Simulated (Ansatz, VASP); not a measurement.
**One calculation of Ti, two programs**

```
CELL_PARAMETERS angstrom
2.44996 0.00000 0.00000
0.00000 2.44996 0.00000
0.00000 0.00000 2.44996
ATOMIC_POSITIONS crystal
Ti 0.00000 0.00000 0.00000
```

Change from the starting cell: volume scaled by 0.8, LAPW.

Alike in both runs: task single point; functional PBE; k mesh 14 × 14 × 14; occupations fermi-dirac, width 0.05 eV; no spin polarisation.

```csv
,VASP,Ansatz
version,VASP 6.6.1,Ansatz 0.2.0
potentials or method,"VASP PAW PBE potentials, release 64 (Ti_sv), cutoff 520 eV","all-electron LAPW, scalar-relativistic"
```

VASP gave:

- pressure (GPa): 25.6

Question: Estimate Ansatz's values.

Answer: Pressure (GPa): 25.7.

Ansatz ran all-electron here, and VASP with PAW potentials.
